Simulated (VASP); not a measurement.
Here is a VASP 6.6.1 calculation.

Contents of INCAR:

```
PREC     = Accurate       # precision mode
ENCUT    = 520            # plane-wave cutoff, eV
EDIFF    = 1E-6           # SCF threshold, eV
ISMEAR   = 0              # smearing method
SIGMA    = 0.05           # smearing width, eV
LREAL    = F              # projectors in reciprocal space
LASPH    = T              # aspherical terms in the spheres
NELM     = 150            # most SCF steps
ALGO     = Normal         # electronic algorithm
ISIF     = 2              # what is computed and relaxed
LWAVE    = F              # write WAVECAR
LCHARG   = F              # write CHGCAR
ISPIN    = 2              # spin polarisation
MAGMOM   = 0 1 0 0        # initial moments
LORBIT   = 11             # projections on sites
NUPDOWN  = 1.0            # fixed moment
LMAXMIX  = 4              # l up to which the mixer works
GGA      = PS             # functional
NBANDS   = 28             # bands
```

KPOINTS

```
Automatic mesh
0
Gamma
  7 7 7
```

The input POSCAR:

```
NiPdO2
1.0
    1.6359725900      0.9445292100      6.1767413800
   -1.6359725900      0.9445292100      6.1767413800
    0.0000000000     -1.8890584300      6.1767413800
Pd Ni O
1 1 2
Direct
    0.0000000000      0.0000000000      0.0000000000
    0.5000000000      0.5000000000      0.5000000000
    0.1066000000      0.1066000000      0.1066000000
    0.8934000000      0.8934000000      0.8934000000
```

Potentials or basis: VASP PAW PBE potentials, release 64 (Pd, Ni, O).

Run with:

```bash
$ cat potpaw_PBE.64/Pd/POTCAR potpaw_PBE.64/Ni/POTCAR potpaw_PBE.64/O/POTCAR > POTCAR
$ mpirun -np 1 vasp_std > vasp.out
```

Question: Estimate the pressure.

Answer: -26.6 GPa.

Question: Estimate the largest force.

Answer: 1.067 eV/Å.

Stress tensor (GPa, compression positive):
```
-26.44   0.00   0.00
  0.00 -26.44   0.00
  0.00   0.00 -27.00
```

Caveat: the cell stands under tension; the PAW data sets were made with another functional, which shifts forces and pressure a little; the total moment is fixed, so each spin has its own Fermi level and the state may be an excited one; a cell with one magnetic atom can't hold antiferromagnetic order, which such compounds often take.
